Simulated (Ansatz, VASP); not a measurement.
**One calculation of AgCl, two programs**

```
Ag Cl
1.0
     3.95039    0.00000    0.37945
     0.00000    3.98135    0.00000
    -0.53457    0.00000    5.57254
Ag Cl
2 2
Direct
  0.25063 0.25000 0.24983
  0.74937 0.75000 0.75017
  0.24999 0.25000 0.74967
  0.75001 0.75000 0.25033
```

Alike in both runs: functional PBE; k mesh 8 × 8 × 6; occupations gaussian, width 0.02 eV; no spin polarisation.

Ansatz relaxed the structure, and its values are those at the end. VASP's run is a single point on that final structure, the one shown.

|  | VASP | Ansatz |
| --- | --- | --- |
| version | VASP 6.6.1 | Ansatz 0.2.0 |
| potentials or method | VASP PAW PBE potentials, release 64 (Ag, Cl), cutoff 520 eV | scalar-relativistic, plane waves, PAW |
| valence electrons in the cell | 36 | 52 |

|  | VASP | Ansatz | Ansatz less VASP |
| --- | --- | --- | --- |
| gap on the k mesh at the Fermi level (eV) | 0.91 | 0.91 | +0.002 |
| least direct gap on the mesh (eV) | 2.71 | 2.72 | +0.005 |
| pressure (GPa) | -0.2 | 0.0 | +0.12 |

The functional is the same, so the differences come from potentials, cutoffs and numerics. VASP's potentials hold 36 valence electrons a cell and Ansatz's 52, so a difference there can come from the potentials and not from the codes.
